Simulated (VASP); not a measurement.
Here is a VASP 6.6.1 calculation.

Contents of INCAR:

```
PREC = Accurate
ENCUT = 520
EDIFF = 1E-6
ISMEAR = 0
SIGMA = 0.1
LREAL = False
LASPH = True
NELM = 80
ALGO = Normal
ISIF = 2
LWAVE = False
LCHARG = False
GGA = PE
NBANDS = 12
```

The input KPOINTS:

```
Automatic mesh
0
Gamma
  6 6 6
```

File POSCAR:

```
SiHC
1.0
    3.2598740659      0.0000000000      0.0000000000
   -1.6299370330      2.8231337542      0.0000000000
    0.0000000000      0.0000000000      2.8622904853
Si H C
1 1 1
Direct
    0.3333333333      0.6666666667      0.5000000000
    0.6666666667      0.3333333333      0.0000000000
    0.6666666667      0.3333333333      0.5000000000
```

Potentials or basis: VASP PAW PBE potentials, release 64 (Si, H, C).

Launch:

```console
$ cat potpaw_PBE.64/Si/POTCAR potpaw_PBE.64/H/POTCAR potpaw_PBE.64/C/POTCAR > POTCAR
$ mpirun -np 1 vasp_std > vasp.out
```

(1) Predict the band gap on the k mesh.

(2) Estimate the pressure.

Answers

(1) zero (an odd number of electrons rules out a gap without spin polarisation).

(2) -0.1 GPa.

Caveat: the k points lie up to 0.37 Å⁻¹ apart, too coarse for converged energies and pressures of a metal; an odd number of electrons without spin polarisation forces a metal; a magnetic or distorted state may lie lower.
